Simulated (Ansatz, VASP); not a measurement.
# One calculation of PtS2, two programs

The input INCAR:

```
ALGO = Normal
EDIFF = 1E-6
ENCUT = 520
GGA = PS
ISIF = 2
ISMEAR = 0
LASPH = T
LCHARG = F
LREAL = F
LWAVE = F
NBANDS = 18
NELM = 60
PREC = Accurate
SIGMA = 0.05
```

The input KPOINTS:

```
k-points
0
Gamma
  12 12 8
```

File POSCAR:

```
PtS2
1.0
    3.5431994758      0.0000000000      0.0000000000
   -1.7715997379      3.0685007567      0.0000000000
    0.0000000000      0.0000000000      5.0388000000
Pt S
1 2
Direct
    0.0000000000      0.0000000000      0.0000000000
    0.2605925721      0.6340774617      0.2500000000
    0.6666666667      0.3333333333      0.7500000000
```

Input for Ansatz:

```yaml
crystal:
  lattice:
    - [3.5431994758, 0.0, 0.0]
    - [-1.7715997379, 3.0685007567, 0.0]
    - [0.0, 0.0, 5.0388]
  atoms:
    - { symbol: Pt, position: [0.0, 0.0, 0.0] }
    - { symbol: S, position: [0.2605925721, 0.6340774617, 0.25] }
    - { symbol: S, position: [0.6666666667, 0.3333333333, 0.75] }
basis:
  ecutwfc: 420
kpoints:
  mp_grid: { grid: [12, 12, 8] }
hamiltonian:
  xc: pbesol
scf:
  occupations: { method: gaussian, width: 0.05 }
output:
  forces: true
  stress: true
  eigenvalues: true
```

Alike in both runs: task single point; functional PBEsol; k mesh 12 × 12 × 8; occupations gaussian, width 0.05 eV; no spin polarisation.

|  | VASP | Ansatz |
| --- | --- | --- |
| version | VASP 6.6.1 | Ansatz 0.2.0 |
| potentials or method | VASP PAW PBE potentials, release 64 (Pt, S), cutoff 520 eV | scalar-relativistic, plane waves, PAW |
| valence electrons in the cell | 22 | 30 |

```csv
,VASP,Ansatz,Ansatz less VASP
gap on the k mesh at the Fermi level (eV),0.30,0.29,-0.007
least direct gap on the mesh (eV),0.42,0.42,-0.006
pressure (GPa),-1.4,-1.2,+0.26
"traceless stress, the component that is largest in VASP (GPa)",4.80,4.82,+0.020
rms of the force components (eV/Å),0.735,0.732,-0.0030
```

VASP's potentials were made for PBE, not for PBEsol. Atom by atom the forces differ by 0.012 eV/Å (rms over components). VASP's potentials hold 22 valence electrons a cell and Ansatz's 30, so a difference there can come from the potentials and not from the codes.

Spin-orbit coupling is off throughout.
